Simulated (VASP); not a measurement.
# Sc2GaP3 (P-6m2) in VASP: further runs

Runs on Sc2GaP3. Level: PBE. Tasks: single point.

All numbers are computed with VASP 6.6.1; they aren't measurements. Logs are shortened: lines on timing, memory, paths and dates and some standing lists are left out, and cuts for length are marked.

## Step 1: The cell of the first run

The structure is hexagonal, space group P-6m2 (No. 187). The conventional cell has a = 4.125 Å, b = 4.125 Å, c = 7.184 Å, α = 90.00°, β = 90.00°, γ = 120.00°. Within 3.8 Å of Sc (site symmetry 3m) lie 9 P at 2.85 to 3.13 Å and 3 Ga at 3.13 Å and 1 Sc at 3.13 Å. Within 3.1 Å of Ga (site symmetry -6m2) lie 3 P at 2.38 Å. Within 3.1 Å of P (site symmetry -6m2) lie 3 P at 2.38 Å and 6 Sc at 2.85 Å. P (site symmetry -6m2) has 3 Ga at 2.38 Å within 3.1 Å. Within 3.1 Å of P (site symmetry -6m2) lie 3 P at 2.38 Å and 6 Sc at 2.85 Å.

## Step 2: Single point, PBE

File INCAR:

```
PREC = Accurate
ENCUT = 520
EDIFF = 1E-7
ISMEAR = 0
SIGMA = 0.1
LREAL = F
LASPH = T
NELM = 100
ALGO = Normal
ISIF = 2
LWAVE = F
LCHARG = T
GGA = PE
LELF = T
LVHAR = T
NBANDS = 34
```

File KPOINTS:

```
Automatic mesh
0
Gamma
  6 6 2
```

File POSCAR:

```
Sc2GaP3
1.0
    4.1252963810      0.0000000000      0.0000000000
   -2.0626481905      3.5726114641      0.0000000000
    0.0000000000      0.0000000000      7.1835730095
Sc Ga P
2 1 3
Direct
    0.3333333333      0.6666666667      0.2818381202
    0.3333333333      0.6666666667      0.7181618798
    0.6666666667      0.3333333333      0.0000000000
    0.6666666667      0.3333333333      0.5000000000
    0.0000000000      0.0000000000      0.0000000000
    0.0000000000      0.0000000000      0.5000000000
```

Potentials or basis: VASP PAW PBE potentials, release 64 (Sc_sv, Ga_d, P).

Run with:

```sh
$ cat potpaw_PBE.64/Sc_sv/POTCAR potpaw_PBE.64/Ga_d/POTCAR potpaw_PBE.64/P/POTCAR > POTCAR
$ mpirun -np 1 vasp_std > vasp.out
```

OUTCAR:

```text
PREC = Accurate
   ENCUT = 520
   EDIFF = 1E-7
   ISMEAR = 0
   LREAL = F
   LASPH = T
   NELM = 100
   ISIF = 2
   GGA = PE

 ion  position               nearest neighbor table
   1  0.333  0.667  0.282-   6 2.85   4 2.85   4 2.85   6 2.85   6 2.85   4 2.85   3 3.13   5 3.13
                             3 3.13   5 3.13   5 3.13   3 3.13   2 3.13
   2  0.333  0.667  0.718-   6 2.85   4 2.85   4 2.85   6 2.85   6 2.85   4 2.85   3 3.13   5 3.13
                             3 3.13   5 3.13   5 3.13   3 3.13   1 3.13
   3  0.667  0.333  0.000-   5 2.38   5 2.38   5 2.38   2 3.13   1 3.13   2 3.13   1 3.13   1 3.13
                             2 3.13
   4  0.667  0.333  0.500-   6 2.38   6 2.38   6 2.38   2 2.85   1 2.85   2 2.85   1 2.85   1 2.85
                             2 2.85
   5  0.000  0.000  0.000-   3 2.38   3 2.38   3 2.38   1 3.13   2 3.13   1 3.13   2 3.13   1 3.13
                             2 3.13
   6  0.000  0.000  0.500-   4 2.38   4 2.38   4 2.38   1 2.85   2 2.85   1 2.85   2 2.85   1 2.85
                             2 2.85

  LATTYP: Found a hexagonal cell.
 ALAT       =     4.1252963810
 C/A-ratio  =     1.7413471290

  Lattice vectors:

 A1 = (   4.1252963810,   0.0000000000,   0.0000000000)
 A2 = (  -2.0626481905,   3.5726114641,   0.0000000000)
 A3 = (   0.0000000000,   0.0000000000,   7.1835730095)

Analysis of symmetry for initial positions (statically):
=====================================================================
 Subroutine PRICEL returns:
 Original cell was already a primitive cell.

 Routine SETGRP: Setting up the symmetry group for a
 hexagonal supercell.

 Subroutine GETGRP returns: Found 12 space group operations
 (whereof 12 operations were pure point group operations)
 out of a pool of 24 trial point group operations.

The static configuration has the point symmetry D_3h.

Analysis of symmetry for dynamics (positions and initial velocities):
=====================================================================
 Subroutine PRICEL returns:
 Original cell was already a primitive cell.

 Routine SETGRP: Setting up the symmetry group for a
 hexagonal supercell.

 Subroutine GETGRP returns: Found 12 space group operations
 (whereof 12 operations were pure point group operations)
 out of a pool of 24 trial point group operations.

The dynamic configuration has the point symmetry D_3h.

 Subroutine INISYM returns: Found 12 space group operations
 (whereof 12 operations are pure point group operations),
 and found     1 'primitive' translations

----------------------------------------------------------------------------------------

                                     Primitive cell

  volume of cell :     105.8721

  direct lattice vectors                    reciprocal lattice vectors
     4.125296381  0.000000000  0.000000000     0.242406826  0.139953646  0.000000000
    -2.062648191  3.572611464  0.000000000     0.000000000  0.279907292  0.000000000
     0.000000000  0.000000000  7.183573009     0.000000000  0.000000000  0.139206492

  length of vectors
     4.125296381  4.125296381  7.183573009     0.279907292  0.279907292  0.139206492

  position of ions in fractional coordinates (direct lattice)
     0.333333333  0.666666667  0.281838120
     0.333333333  0.666666667  0.718161880
     0.666666667  0.333333333  0.000000000
     0.666666667  0.333333333  0.500000000
     0.000000000  0.000000000  0.000000000
     0.000000000  0.000000000  0.500000000

  ion indices of the primitive-cell ions
   primitive index   ion index
                 1           1
                 2           2
                 3           3
                 4           4
                 5           5
                 6           6

----------------------------------------------------------------------------------------

 KPOINTS: Automatic mesh

Automatic generation of k-mesh.
 Grid dimensions read from file:
 generate k-points for:    6    6    2

 Generating k-lattice:

  Cartesian coordinates                     Fractional coordinates (reciprocal lattice)
     0.040401138  0.023325608  0.000000000     0.166666667  0.000000000  0.000000000
     0.000000000  0.046651215  0.000000000     0.000000000  0.166666667  0.000000000
     0.000000000  0.000000000  0.069603246     0.000000000  0.000000000  0.500000000

  Length of vectors
     0.046651215  0.046651215  0.069603246

  Shift w.r.t. Gamma in fractional coordinates (k-lattice)
     0.000000000  0.000000000  0.000000000

 Subroutine IBZKPT returns following result:
 ===========================================

 Found     14 irreducible k-points:

 Following reciprocal coordinates:
            Coordinates               Weight
  0.000000  0.000000  0.000000      1.000000
  0.166667  0.000000  0.000000      6.000000
  0.333333 -0.000000  0.000000      6.000000
  0.500000  0.000000  0.000000      3.000000
  0.166667  0.166667  0.000000      6.000000
  0.333333  0.166667  0.000000     12.000000
  0.333333  0.333333  0.000000      2.000000
  0.000000  0.000000  0.500000      1.000000
  0.166667  0.000000  0.500000      6.000000
  0.333333 -0.000000  0.500000      6.000000
  0.500000  0.000000  0.500000      3.000000
  0.166667  0.166667  0.500000      6.000000
  0.333333  0.166667  0.500000     12.000000
  0.333333  0.333333  0.500000      2.000000
   k-points           NKPTS =     14   k-points in BZ     NKDIM =     14   number of bands    NBANDS=     34
   number of dos      NEDOS =    301   number of ions     NIONS =      6
   total plane-waves  NPLWV =  55296
   dimension x,y,z NGX =    32 NGY =   32 NGZ =   54
   dimension x,y,z NGXF=    64 NGYF=   64 NGZF=  108
   ions per type =               2   1   3
   NGX,Y,Z   is equivalent  to a cutoff of  12.90, 12.90, 12.50 a.u.
   NGXF,Y,Z  is equivalent  to a cutoff of  25.79, 25.79, 24.99 a.u.
 SYSTEM =  unknown system
   PREC   = accura    normal or accurate (medium, high low for compatibility)
   ISTART =      0    job   : 0-new  1-cont  2-samecut
   ICHARG =      2    charge: 1-file 2-atom 10-const
   ISPIN  =      1    spin polarized calculation?
   LNONCOLLINEAR =      F non collinear calculations
   LSORBIT =      F    spin-orbit coupling
   LASPH  =      T    aspherical Exc in radial PAW
   ENCUT  =  520.0 eV  38.22 Ry    6.18 a.u.   7.67  7.67 13.36*2*pi/ulx,y,z
   NELM   =    100;   NELMIN=  2; NELMDL= -5     # of ELM steps
   EDIFF  = 0.1E-06   stopping-criterion for ELM
   LREAL  =      F    real-space projection
   EDIFFG = 0.1E-05   stopping-criterion for IOM
   NSW    =      0    number of steps for IOM
   IBRION =     -1    ionic relax: 0-MD 1-quasi-New 2-CG
   NFREE  =      0    steps in history (QN), initial steepest desc. (CG)
   ISIF   =      2    stress and relaxation
   ISYM   =      2    0-nonsym 1-usesym 2-fastsym
   POTIM  = 0.5000    time-step for ionic-motion
   TEBEG  =    0.0;   TEEND  =   0.0 temperature during run
   PSTRESS=    0.0 pullay stress
   NELECT =      50.0000    total number of electrons
   NUPDOWN=      -1.0000    fix difference up-down
   EMIN   =  10.00;   EMAX   =-10.00  energy-range for DOS
   EFERMI =   0.00;   METHOD = LEGACY
   ISMEAR =     0;   SIGMA  =   0.10  broadening in eV -4-tet -1-fermi 0-gaus
   EFERMI_NEDOS =   21; number of points for ismear=-14 and -15
   IALGO  =     38    algorithm
   IMIX   =      4    mixing-type and parameters
     AMIX     =   0.40;   BMIX     =  1.00
     AMIX_MAG =   1.60;   BMIX_MAG =  1.00
  volume/ion in A,a.u.               =      17.65       119.08
  Fermi-wavevector in a.u.,A,eV,Ry     =   1.274885  2.409183 22.113981  1.625332
  Thomas-Fermi vector in A             =   2.407628
   LORBIT       =      0    0 simple, 1 ext, 2 COOP (PROOUT), +10 PAW based schemes
   GGA     = PE    functional components
   LHFCALC =     F    Hartree Fock is set to
   AEXX    =    0.0000 exact exchange contribution
   IVDW    =     0    specifies the selected vdW correction
   LEPSILON=     F    determine dielectric tensor
   LRPA    =     F    only Hartree local field effects (RPA)
 non-spin polarized calculation
 Gauss-broadening in eV      SIGMA  =   0.10
  energy-cutoff  :      520.00
  volume of cell :      105.87
 maximum number of plane-waves:      2901
 NGX is ok and might be reduce to    32
   NGX = 15   NGY = 15   NGZ = 27

 number of electron      49.9999991 magnetization

 Free energy of the ion-electron system (eV)
  ---------------------------------------------------
  ext. energy  EPLUGINS =         0.00000000
  ---------------------------------------------------
  free energy    TOTEN  =       -34.39877007 eV

  energy without entropy =      -34.37655457  energy(sigma->0) =      -34.38766232

 E-fermi :   7.3780     XC(G=0): -10.8233

 val. band max:        7.3144143229   @ k =   0.0000   0.0000   0.5000
 cond. band min:       7.3999718483   @ k =   0.3333   0.1667   0.5000
 fundamental gap:      0.0855575253
 Fermi energy:         7.3779757090

 k-point     1 :       0.0000    0.0000    0.0000
  band No.  band energies     occupation
      1     -42.8794      2.00000
      2     -42.8618      2.00000
      3     -21.6312      2.00000
      4     -21.5123      2.00000
      5     -21.5123      2.00000
      6     -21.4900      2.00000
[... 26 lines left out ...]
     33       8.9150      0.00000
     34       9.8799      0.00000

 k-point     2 :       0.1667    0.0000    0.0000
  band No.  band energies     occupation
      1     -42.8789      2.00000
      2     -42.8613      2.00000
      3     -21.6283      2.00000
      4     -21.5222      2.00000
      5     -21.5145      2.00000
      6     -21.4978      2.00000
[... 26 lines left out ...]
     33       9.6481      0.00000
     34       9.9751      0.00000
[... 405 lines left out ...]
     33       9.6911      0.00000
     34      10.4304      0.00000

 k-point    14 :       0.3333    0.3333    0.5000
  band No.  band energies     occupation
      1     -42.8765      2.00000
      2     -42.8603      2.00000
      3     -21.6054      2.00000
      4     -21.5380      2.00000
      5     -21.5379      2.00000
      6     -21.5138      2.00000
[... 26 lines left out ...]
     33       9.6418      0.00000
     34       9.9764      0.00000

------------------------ aborting loop because EDIFF is reached ----------------------------------------

  FORCE on cell =-STRESS in cart. coord.  units (eV):
  Direction    XX          YY          ZZ          XY          YZ          ZX
  --------------------------------------------------------------------------------------
  -------------------------------------------------------------------------------------
  Total        0.2912385      0.2912385      0.0023769      0.0000000      0.0000000      0.0000000
  in kB        4.4073545      4.4073545      0.0359703      0.0000000      0.0000000      0.0000000
  external PRESSURE =       2.9502264 kB  Pullay stress =       0.0000000 kB

 VOLUME and BASIS-vectors are now :
 -----------------------------------------------------------------------------
  energy-cutoff  :      520.00
  volume of cell :      105.87
      direct lattice vectors                 reciprocal lattice vectors
     4.125296381  0.000000000  0.000000000     0.242406826  0.139953646  0.000000000
    -2.062648191  3.572611464  0.000000000     0.000000000  0.279907292  0.000000000
     0.000000000  0.000000000  7.183573009     0.000000000  0.000000000  0.139206492

 POSITION                                       TOTAL-FORCE (eV/Angst)
 -----------------------------------------------------------------------------------
     -0.00000      2.38174      2.02460        -0.000000     -0.000000     -0.005615
     -0.00000      2.38174      5.15897        -0.000000      0.000000      0.005615
      2.06265      1.19087      0.00000         0.000000     -0.000000      0.000000
      2.06265      1.19087      3.59179         0.000000     -0.000000      0.000000
      0.00000      0.00000      0.00000         0.000000     -0.000000      0.000000
      0.00000      0.00000      3.59179        -0.000000     -0.000000      0.000000
 -----------------------------------------------------------------------------------
    total drift:                                0.000003     -0.000002     -0.000000

  FREE ENERGIE OF THE ION-ELECTRON SYSTEM (eV)
  ---------------------------------------------------
  free  energy   TOTEN  =       -34.3987700696 eV

  energy  without entropy=      -34.3765545696  energy(sigma->0) =      -34.38766232
```

Wall time 54 s (1 thread of Intel Xeon Platinum 8488C (Sapphire Rapids), shared host); peak memory 0.24 GiB.

Results:

```
Free energy            : -34.3988 eV
Pressure               : 0.3 GPa
Largest force          : 0.006 eV/Å
Band gap on the k mesh : zero (band 25 reaches 8.14 eV, above the bottom of band 26 at 6.09 eV)
```

Forces on the atoms (eV/Å):
```
Sc   0.000  0.000 -0.006
Sc   0.000  0.000  0.006
Ga   0.000  0.000  0.000
P    0.000  0.000  0.000
P    0.000  0.000  0.000
P    0.000  0.000  0.000
```

Stress tensor (GPa, compression positive):
```
0.44 0.00 0.00
0.00 0.44 0.00
0.00 0.00 0.00
```

Caveat: the k points lie up to 0.44 Å⁻¹ apart.

(Continued in part 2 of 2.)
